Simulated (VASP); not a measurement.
Wanted: the native input for a VASP 6.6.1 run.

```yaml
Task: electric field gradients
Functional: PBEsol
Potentials_or_basis: VASP PAW PBE potentials, release 64 (Si, C)
Cutoff: 520 eV
k_mesh: 15 × 15 × 8
Occupations: fermi-dirac, width 0.08 eV
Spin: no spin polarisation
Dipole_correction: no
Further_INCAR_settings: ALGO = Normal; EDIFF = 1e-08; NBANDS = 16
```

The structure of SiC lies in POSCAR:

```
SiC
1.0
    3.1363272130      0.0000000000      0.0000000000
   -1.5681636065      2.7161390411      0.0000000000
    0.0000000000      0.0000000000      5.1470055276
Si C
2 2
Direct
    0.3333333333      0.6666666667      0.0000000000
    0.6666666667      0.3333333333      0.5000000000
    0.3333333333      0.6666666667      0.3850000000
    0.6666666667      0.3333333333      0.8850000000
```

These files were run (other wordings do the same):

INCAR

```
ALGO = Normal
EDIFF = 1E-8
ENCUT = 520
GGA = PS
ISIF = 2
ISMEAR = -1
LASPH = True
LCHARG = False
LEFG = True
LREAL = False
LWAVE = False
NBANDS = 16
NELM = 100
PREC = Accurate
SIGMA = 0.08
```

KPOINTS

```
k-points
0
Gamma
  15 15 8
```

Potentials or basis: VASP PAW PBE potentials, release 64 (Si, C).

Run with:

```sh
$ cat potpaw_PBE.64/Si/POTCAR potpaw_PBE.64/C/POTCAR > POTCAR
$ mpirun -np 1 vasp_std > vasp.out
```

Results of the run:

```
Pressure                                : -11.0 GPa
Largest force                           : 0.664 eV/Å
Band gap on the k mesh                  : 2.26 eV (least direct gap 3.85 eV)
Largest electric field gradient by atom : Si +16.1; C +2.6 V/Å²
```

Caveat: the cell stands under tension; without QUAD_EFG the Cq values of the log hold for a quadrupole moment of 1 mb, not for the nuclei; the PAW data sets were made with another functional, which shifts forces and pressure a little; an odd mesh through Γ misses points on the zone boundary, where band edges can lie.

Run time: 85 s on 1 thread of Intel Xeon 8259CL, with other jobs on the host, peak memory 0.21 GiB.
